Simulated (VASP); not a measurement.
# Cd (I4_1/amd) in VASP: a series of runs

Cd is run at these levels: LDA; tasks: single point.

All numbers are computed with VASP 6.6.1; they aren't measurements. Logs are shortened: lines on timing, memory, paths and dates and some standing lists are left out, and cuts for length are marked.

### 1 The cell of the first run

The structure is tetragonal, space group I4_1/amd (No. 141). The conventional cell has a = 5.440 Å, b = 5.440 Å, c = 2.723 Å, α = 90.00°, β = 90.00°, γ = 90.00°. Within 3.6 Å of Cd (site symmetry -4m2) lie 10 Cd at 2.72 to 3.40 Å.

### 2 Single point, LDA

Input file INCAR:

```
SYSTEM = Cd
PREC = Accurate
ENCUT = 520
EDIFF = 1E-6
ISMEAR = -1
SIGMA = 0.08
LREAL = .False.
LASPH = .True.
NELM = 60
ALGO = Normal
ISIF = 2
LWAVE = .False.
LCHARG = .False.
NBANDS = 19
```

Input file KPOINTS:

```
Automatic mesh
0
Gamma
  15 15 15
  0 0 0
```

Input file POSCAR:

```
Cd
1.0
   -2.7198070310      2.7198070310      1.3615023025
    2.7198070310     -2.7198070310      1.3615023025
    2.7198070310      2.7198070310     -1.3615023025
Cd
2
Direct
   -0.3750000000     -0.1250000000     -0.2500000000
    0.3750000000      0.1250000000      0.2500000000
```

Potentials or basis: VASP PAW LDA potentials, release 64 (Cd).

On the command line:

```bash
cat potpaw_LDA.64/Cd/POTCAR > POTCAR
mpirun -np 1 vasp_std > vasp.out
```

OUTCAR:

```text
SYSTEM = Cd
   PREC = Accurate
   ENCUT = 520
   EDIFF = 1E-6
   ISMEAR = -1
   LREAL = .False.
   LASPH = .True.
   NELM = 60
   ISIF = 2

 ion  position               nearest neighbor table
   1  0.625  0.875  0.750-   2 2.80   2 2.80   2 2.80   2 2.80   2 3.40   2 3.40   2 3.40   2 3.40

   2  0.375  0.125  0.250-   1 2.80   1 2.80   1 2.80   1 2.80   1 3.40   1 3.40   1 3.40   1 3.40

  LATTYP: Found a body centered tetragonal cell.
 ALAT       =     5.4396140620
 C/A-ratio  =     0.5005878310

  Lattice vectors:

 A1 = (  -2.7198070310,   2.7198070310,   1.3615023025)
 A2 = (   2.7198070310,  -2.7198070310,   1.3615023025)
 A3 = (   2.7198070310,   2.7198070310,  -1.3615023025)

Analysis of symmetry for initial positions (statically):
=====================================================================
 Subroutine PRICEL returns:
 Original cell was already a primitive cell.

 Routine SETGRP: Setting up the symmetry group for a
 body centered tetragonal supercell.

 Subroutine GETGRP returns: Found 16 space group operations
 (whereof  4 operations were pure point group operations)
 out of a pool of 16 trial point group operations.

The static configuration has the point symmetry C_2h.
 The point group associated with its full space group is D_4h.

Analysis of symmetry for dynamics (positions and initial velocities):
=====================================================================
 Subroutine PRICEL returns:
 Original cell was already a primitive cell.

 Routine SETGRP: Setting up the symmetry group for a
 body centered tetragonal supercell.

 Subroutine GETGRP returns: Found 16 space group operations
 (whereof  4 operations were pure point group operations)
 out of a pool of 16 trial point group operations.

The dynamic configuration has the point symmetry C_2h.
 The point group associated with its full space group is D_4h.

 Subroutine INISYM returns: Found 16 space group operations
 (whereof  4 operations are pure point group operations),
 and found     1 'primitive' translations

----------------------------------------------------------------------------------------

                                     Primitive cell

  volume of cell :      40.2860

  direct lattice vectors                    reciprocal lattice vectors
    -2.719807031  2.719807031  1.361502302     0.000000000  0.183836572  0.367241391
     2.719807031 -2.719807031  1.361502302     0.183836572  0.000000000  0.367241391
     2.719807031  2.719807031 -1.361502302     0.183836572  0.183836572  0.000000000

  length of vectors
     4.080243754  4.080243754  4.080243754     0.410684946  0.410684946  0.259984173

  position of ions in fractional coordinates (direct lattice)
     0.625000000  0.875000000  0.750000000
     0.375000000  0.125000000  0.250000000

  ion indices of the primitive-cell ions
   primitive index   ion index
                 1           1
                 2           2

----------------------------------------------------------------------------------------

 KPOINTS: Automatic mesh

Automatic generation of k-mesh.
 Grid dimensions read from file:
 generate k-points for:   15   15   15

 Generating k-lattice:

  Cartesian coordinates                     Fractional coordinates (reciprocal lattice)
     0.000000000  0.012255771  0.024482759     0.066666667  0.000000000  0.000000000
     0.012255771  0.000000000  0.024482759     0.000000000  0.066666667  0.000000000
     0.012255771  0.012255771  0.000000000     0.000000000  0.000000000  0.066666667

  Length of vectors
     0.027378996  0.027378996  0.017332278

  Shift w.r.t. Gamma in fractional coordinates (k-lattice)
     0.000000000  0.000000000  0.000000000

 Subroutine IBZKPT returns following result:
 ===========================================

 Found    288 irreducible k-points:

 Following reciprocal coordinates:
            Coordinates               Weight
  0.000000  0.000000  0.000000      1.000000
  0.066667  0.000000  0.000000      8.000000
  0.133333 -0.000000  0.000000      8.000000
  0.200000  0.000000  0.000000      8.000000
  0.266667 -0.000000  0.000000      8.000000
  0.333333  0.000000 -0.000000      8.000000
[... 16 lines left out ...]
  0.133333  0.133333  0.000000      8.000000
  0.200000  0.133333  0.000000     16.000000
 [... further k-points ...]
   k-points           NKPTS =    288   k-points in BZ     NKDIM =    288   number of bands    NBANDS=     19
   number of dos      NEDOS =    301   number of ions     NIONS =      2
   total plane-waves  NPLWV =  27000
   dimension x,y,z NGX =    30 NGY =   30 NGZ =   30
   dimension x,y,z NGXF=    60 NGYF=   60 NGZF=   60
   ions per type =               2
   NGX,Y,Z   is equivalent  to a cutoff of  12.22, 12.22, 12.22 a.u.
   NGXF,Y,Z  is equivalent  to a cutoff of  24.45, 24.45, 24.45 a.u.
 SYSTEM =  Cd
   PREC   = accura    normal or accurate (medium, high low for compatibility)
   ISTART =      0    job   : 0-new  1-cont  2-samecut
   ICHARG =      2    charge: 1-file 2-atom 10-const
   ISPIN  =      1    spin polarized calculation?
   LNONCOLLINEAR =      F non collinear calculations
   LSORBIT =      F    spin-orbit coupling
   LASPH  =      T    aspherical Exc in radial PAW
   ENCUT  =  520.0 eV  38.22 Ry    6.18 a.u.   7.59  7.59  7.59*2*pi/ulx,y,z
   NELM   =     60;   NELMIN=  2; NELMDL= -5     # of ELM steps
   EDIFF  = 0.1E-05   stopping-criterion for ELM
   LREAL  =      F    real-space projection
   EDIFFG = 0.1E-04   stopping-criterion for IOM
   NSW    =      0    number of steps for IOM
   IBRION =     -1    ionic relax: 0-MD 1-quasi-New 2-CG
   NFREE  =      0    steps in history (QN), initial steepest desc. (CG)
   ISIF   =      2    stress and relaxation
   ISYM   =      2    0-nonsym 1-usesym 2-fastsym
   POTIM  = 0.5000    time-step for ionic-motion
   TEBEG  =    0.0;   TEEND  =   0.0 temperature during run
   PSTRESS=    0.0 pullay stress
   NELECT =      24.0000    total number of electrons
   NUPDOWN=      -1.0000    fix difference up-down
   EMIN   =  10.00;   EMAX   =-10.00  energy-range for DOS
   EFERMI =   0.00;   METHOD = LEGACY
   ISMEAR =    -1;   SIGMA  =   0.08  broadening in eV -4-tet -1-fermi 0-gaus
   EFERMI_NEDOS =   21; number of points for ismear=-14 and -15
   IALGO  =     38    algorithm
   IMIX   =      4    mixing-type and parameters
     AMIX     =   0.40;   BMIX     =  1.00
     AMIX_MAG =   1.60;   BMIX_MAG =  1.00
  volume/ion in A,a.u.               =      20.14       135.93
  Fermi-wavevector in a.u.,A,eV,Ry     =   1.377507  2.603110 25.817392  1.897525
  Thomas-Fermi vector in A             =   2.502654
   LORBIT       =      0    0 simple, 1 ext, 2 COOP (PROOUT), +10 PAW based schemes
   GGA     = CA    functional components
   LHFCALC =     F    Hartree Fock is set to
   AEXX    =    0.0000 exact exchange contribution
   IVDW    =     0    specifies the selected vdW correction
   LEPSILON=     F    determine dielectric tensor
   LRPA    =     F    only Hartree local field effects (RPA)
 non-spin polarized calculation
  energy-cutoff  :      520.00
  volume of cell :       40.29
 maximum number of plane-waves:      1101
   NGX = 15   NGY = 15   NGZ = 15

 number of electron      23.9999984 magnetization

 Free energy of the ion-electron system (eV)
  ---------------------------------------------------
  ext. energy  EPLUGINS =         0.00000000
  ---------------------------------------------------
  free energy    TOTEN  =        -2.62257426 eV

  energy without entropy =       -2.60623974  energy(sigma->0) =       -2.61440700

 E-fermi :   3.1796     XC(G=0): -11.6917

 val. band max:        3.1702495224   @ k =   0.4000   0.0667   0.0000
 cond. band min:       3.1843565338   @ k =   0.3333   0.2000   0.1333
 fundamental gap:      0.0141070114
 Fermi energy:         3.1796483434

 k-point     1 :       0.0000    0.0000    0.0000
  band No.  band energies     occupation
      1      -7.0980      2.00000
      2      -7.0545      2.00000
      3      -7.0347      2.00000
      4      -6.9876      2.00000
      5      -6.2203      2.00000
      6      -5.4328      2.00000
[... 11 lines left out ...]
     18      18.9028      0.00000
     19      19.6828      0.00000

 k-point     2 :       0.0667    0.0000    0.0000
  band No.  band energies     occupation
      1      -7.1004      2.00000
      2      -6.9573      2.00000
      3      -6.9563      2.00000
      4      -6.9476      2.00000
      5      -6.1132      2.00000
      6      -5.5430      2.00000
[... 11 lines left out ...]
     18      18.2291      0.00000
     19      18.5839      0.00000

 k-point     3 :       0.1333   -0.0000    0.0000
  band No.  band energies     occupation
      1      -7.0514      2.00000
      2      -6.8714      2.00000
      3      -6.7634      2.00000
      4      -6.7018      2.00000
      5      -5.8428      2.00000
      6      -5.7467      2.00000
[... 11 lines left out ...]
     18      15.4833      0.00000
     19      16.6291      0.00000

 k-point     4 :       0.2000    0.0000    0.0000
  band No.  band energies     occupation
      1      -6.9681      2.00000
      2      -6.7475      2.00000
      3      -6.5648      2.00000
      4      -6.3666      2.00000
      5      -5.9947      2.00000
      6      -5.8870      2.00000
[... 11 lines left out ...]
     18      14.5257      0.00000
     19      14.8796      0.00000

 k-point     5 :       0.2667   -0.0000    0.0000
  band No.  band energies     occupation
      1      -6.8849      2.00000
      2      -6.6359      2.00000
      3      -6.5096      2.00000
      4      -6.2097      2.00000
      5      -6.1416      2.00000
      6      -5.8921      2.00000
[... 11 lines left out ...]
     18      12.9201      0.00000
     19      13.3585      0.00000
[... 334 lines left out ...]
      2      -6.9642      2.00000
      3      -6.9503      2.00000
      4      -6.9178      2.00000
      5      -6.0201      2.00000
      6      -5.5343      2.00000
[... 11 lines left out ...]
     18      17.6609      0.00000
     19      18.2487      0.00000

 k-point    22 :      -0.0667    0.0667    0.0000
  band No.  band energies     occupation
      1      -7.0826      2.00000
      2      -7.0576      2.00000
      3      -7.0381      2.00000
      4      -6.9674      2.00000
      5      -6.1689      2.00000
      6      -5.4399      2.00000
[... 11 lines left out ...]
     18      19.2137      0.00000
     19      19.6509      0.00000

 k-point    23 :       0.1333    0.1333    0.0000
  band No.  band energies     occupation
      1      -6.9213      2.00000
      2      -6.6565      2.00000
      3      -6.4899      2.00000
      4      -6.2220      2.00000
      5      -6.0463      2.00000
      6      -5.9616      2.00000
[... 11 lines left out ...]
     18      13.6729      0.00000
     19      13.8239      0.00000

 k-point    24 :       0.2000    0.1333    0.0000
  band No.  band energies     occupation
      1      -6.9002      2.00000
      2      -6.6467      2.00000
      3      -6.5475      2.00000
      4      -6.2750      2.00000
      5      -6.1016      2.00000
      6      -5.9930      2.00000
[... 11 lines left out ...]
     18      12.6589      0.00000
     19      12.9598      0.00000

 [... further k-points ...]
[... 5 lines left out ...]
  --------------------------------------------------------------------------------------
  -------------------------------------------------------------------------------------
  Total        2.0958250      2.0958250      2.1521350     -0.0000000      0.0000000     -0.0000000
  in kB       83.3510430     83.3510430     85.5904962     -0.0000000      0.0000000     -0.0000000
  external PRESSURE =      84.0975274 kB  Pullay stress =       0.0000000 kB

 VOLUME and BASIS-vectors are now :
 -----------------------------------------------------------------------------
  energy-cutoff  :      520.00
  volume of cell :       40.29
      direct lattice vectors                 reciprocal lattice vectors
    -2.719807031  2.719807031  1.361502302     0.000000000  0.183836572  0.367241391
     2.719807031 -2.719807031  1.361502302     0.183836572  0.000000000  0.367241391
     2.719807031  2.719807031 -1.361502302     0.183836572  0.183836572  0.000000000

 POSITION                                       TOTAL-FORCE (eV/Angst)
 -----------------------------------------------------------------------------------
      2.71981      1.35990      1.02113        -0.000000      0.000000     -0.000000
      0.00000      1.35990      0.34038         0.000000     -0.000000      0.000000
 -----------------------------------------------------------------------------------
    total drift:                                0.000000     -0.000000      0.000000

  FREE ENERGIE OF THE ION-ELECTRON SYSTEM (eV)
  ---------------------------------------------------
  free  energy   TOTEN  =        -2.6225742598 eV

  energy  without entropy=       -2.6062397421  energy(sigma->0) =       -2.61440700
```

Run time: 92 s. Hardware: 1 thread of Intel Xeon 6975P-C (Granite Rapids), shared host; peak memory 0.28 GiB.

What came out:

- Free energy: -2.6226 eV
- Pressure: 8.4 GPa
- Band gap on the k mesh: zero (bands 12 and 13 overlap by 6.43 eV)

Stress tensor (GPa, compression positive):
```
8.34 0.00 0.00
0.00 8.34 0.00
0.00 0.00 8.56
```

Caveat: the cell stands under pressure.

### 3 Single point, LDA

Input file INCAR:

```
PREC = Accurate ; ENCUT = 520
EDIFF = 1E-6 ; ISMEAR = -1
SIGMA = 0.08 ; LREAL = F
LASPH = T ; NELM = 80
ALGO = Normal ; ISIF = 2
LWAVE = F ; LCHARG = T
LELF = T ; LVHAR = T
NBANDS = 19
```

Input file KPOINTS:

```
Automatic mesh
0
Gamma
  15 15 15
```

Input file POSCAR:

```
Cd
1.0
   -2.7203588803      2.7203588803      1.3614322006
    2.7203588803     -2.7203588803      1.3614322006
    2.7203588803      2.7203588803     -1.3614322006
Cd
2
Direct
   -0.3750000000     -0.1250000000     -0.2500000000
    0.3750000000      0.1250000000      0.2500000000
```

Potentials or basis: VASP PAW LDA potentials, release 64 (Cd).

On the command line:

```bash
cat potpaw_LDA.64/Cd/POTCAR > POTCAR
mpirun -np 1 vasp_std > vasp.out
```

OUTCAR:

```text
PREC = Accurate
   ENCUT = 520
   EDIFF = 1E-6
   ISMEAR = -1
   LREAL = F
   LASPH = T
   NELM = 80
   ISIF = 2

 ion  position               nearest neighbor table
   1  0.625  0.875  0.750-   2 2.80   2 2.80   2 2.80   2 2.80   2 3.40   2 3.40   2 3.40   2 3.40

   2  0.375  0.125  0.250-   1 2.80   1 2.80   1 2.80   1 2.80   1 3.40   1 3.40   1 3.40   1 3.40

  LATTYP: Found a body centered tetragonal cell.
 ALAT       =     5.4407177606
 C/A-ratio  =     0.5004605129

  Lattice vectors:

 A1 = (  -2.7203588803,   2.7203588803,   1.3614322006)
 A2 = (   2.7203588803,  -2.7203588803,   1.3614322006)
 A3 = (   2.7203588803,   2.7203588803,  -1.3614322006)

Analysis of symmetry for initial positions (statically):
=====================================================================
 Subroutine PRICEL returns:
 Original cell was already a primitive cell.

 Routine SETGRP: Setting up the symmetry group for a
 body centered tetragonal supercell.

 Subroutine GETGRP returns: Found 16 space group operations
 (whereof  4 operations were pure point group operations)
[... 155 lines left out ...]
 number of electron      23.9999984 magnetization

 Free energy of the ion-electron system (eV)
  ---------------------------------------------------
  ext. energy  EPLUGINS =         0.00000000
  ---------------------------------------------------
  free energy    TOTEN  =        -2.62331311 eV

  energy without entropy =       -2.60700037  energy(sigma->0) =       -2.61515674

 E-fermi :   3.1766     XC(G=0): -11.6897

 val. band max:        3.1691190830   @ k =   0.4000   0.0667  -0.0000
 cond. band min:       3.1830135310   @ k =   0.3333   0.2000   0.1333
 fundamental gap:      0.0138944480
 Fermi energy:         3.1766404005

 k-point     1 :       0.0000    0.0000    0.0000
  band No.  band energies     occupation
      1      -7.0990      2.00000
      2      -7.0570      2.00000
      3      -7.0372      2.00000
      4      -6.9885      2.00000
      5      -6.2203      2.00000
      6      -5.4346      2.00000
[... 505 lines left out ...]
      6      -5.9952      2.00000
[... 11 lines left out ...]
     18      12.6547      0.00000
     19      12.9545      0.00000

 [... further k-points ...]
[... 5 lines left out ...]
  --------------------------------------------------------------------------------------
  -------------------------------------------------------------------------------------
  Total        2.0869399      2.0869399      2.1470302      0.0000000     -0.0000000      0.0000000
  in kB       82.9682839     82.9682839     85.3572319      0.0000000     -0.0000000      0.0000000
  external PRESSURE =      83.7645999 kB  Pullay stress =       0.0000000 kB

 VOLUME and BASIS-vectors are now :
 -----------------------------------------------------------------------------
  energy-cutoff  :      520.00
  volume of cell :       40.30
      direct lattice vectors                 reciprocal lattice vectors
    -2.720358880  2.720358880  1.361432201     0.000000000  0.183799279  0.367260301
     2.720358880 -2.720358880  1.361432201     0.183799279  0.000000000  0.367260301
     2.720358880  2.720358880 -1.361432201     0.183799279  0.183799279  0.000000000

 POSITION                                       TOTAL-FORCE (eV/Angst)
 -----------------------------------------------------------------------------------
      2.72036      1.36018      1.02107        -0.000000     -0.000000      0.000000
      0.00000      1.36018      0.34036         0.000000      0.000000     -0.000000
 -----------------------------------------------------------------------------------
    total drift:                                0.000000     -0.000000      0.000000

  FREE ENERGIE OF THE ION-ELECTRON SYSTEM (eV)
  ---------------------------------------------------
  free  energy   TOTEN  =        -2.6233131059 eV

  energy  without entropy=       -2.6070003686  energy(sigma->0) =       -2.61515674
```

It took 97 s on 1 thread of Intel Xeon 6975P-C (Granite Rapids), shared host; peak memory 0.28 GiB.

What came out:

| Property | Result |
| --- | --- |
| Free energy | -2.6233 eV |
| Pressure | 8.4 GPa |
| Band gap on the k mesh | zero (bands 12 and 13 overlap by 6.43 eV) |

Stress tensor (GPa, compression positive):
```
8.30 0.00 0.00
0.00 8.30 0.00
0.00 0.00 8.54
```

Caveat: the cell stands under pressure.
